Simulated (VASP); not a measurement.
Runs of VASP 6.6.1 on Hf. The structure is that of space group Fm-3m (No. 225), or close to it. The cells are those of the table. 

```csv
cell,gap on the mesh (eV),pressure (GPa)
"a = 3.140, b = 3.219, c = 3.219 Å, angles 58.4, 60.8, 60.8°, 1 atom",none,(a)
"a = 3.140, b = 3.179, c = 3.179 Å, angles 59.2, 60.4, 60.4°, 1 atom",none,-0.4
"a = 3.140, b = 3.259, c = 3.259 Å, angles 57.6, 61.2, 61.2°, 1 atom",none,-5.1
"a = 3.140, b = 3.101, c = 3.101 Å, angles 60.8, 59.6, 59.6°, 1 atom",none,5.1
```

Alike in all rows: task single point; level r2SCAN; potentials or basis VASP PAW PBE potentials, release 64 (Hf_pv); no spin polarisation; k mesh 18 × 18 × 18; cutoff (eV) 520; smearing gaussian 0.15 eV.

Q: Estimate the missing entries.

A: (a) -2.8.

Caveats: the PAW data sets were made with another functional, which shifts forces and pressure a little; spin-orbit coupling is left out, which moves the levels of the heavy elements; the cell stands under tension (at least some runs); the cell stands under pressure (at least some runs).

A k mesh can miss the band edges, and the runs leave out spin-orbit coupling on Hf.

A gap of «none» marks levels without a gap at the run's occupations.
